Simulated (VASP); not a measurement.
A run of VASP 6.6.1 is set up as follows.

Contents of INCAR:

```
SYSTEM = Cl
ALGO = Normal
EDIFF = 1E-6
EDIFFG = -0.01
ENCUT = 600
GGA = RE
IBRION = 2
ISIF = 3
ISMEAR = -1
IVDW = 13
LASPH = .TRUE.
LCHARG = .FALSE.
LREAL = .FALSE.
LWAVE = .FALSE.
NELM = 60
NSW = 60
PREC = Accurate
SIGMA = 0.05
```

KPOINTS

```
k-points
0
G
  7 7 4
  0 0 0
```

The input POSCAR:

```
Cl
1.0
    3.1450000000     -2.2500000000      0.0000000000
    3.1450000000      2.2500000000      0.0000000000
    0.0000000000      0.0000000000      8.2100000000
Cl
4
Direct
    0.3700000000      0.6300000000      0.4000000000
    0.1300000000      0.8700000000      0.9000000000
    0.6300000000      0.3700000000      0.6000000000
    0.8700000000      0.1300000000      0.1000000000
```

Potentials or basis: VASP PAW PBE potentials, release 64 (Cl).

Command:

```sh
$ cat potpaw_PBE.64/Cl/POTCAR > POTCAR
$ mpirun -np 1 vasp_std > vasp.out
```

(1) What does it give for the space group after relaxing (to 0.1 Å)?

(2) What does it give for the relaxed cell?

(3) Predict the dispersion energy per atom.

Results:

(1) Cmce (No. 64).

(2) a = 3.819 Å, b = 3.819 Å, c = 8.064 Å, α = 90.00°, β = 90.00°, γ = 66.54°.

(3) -0.330 eV.
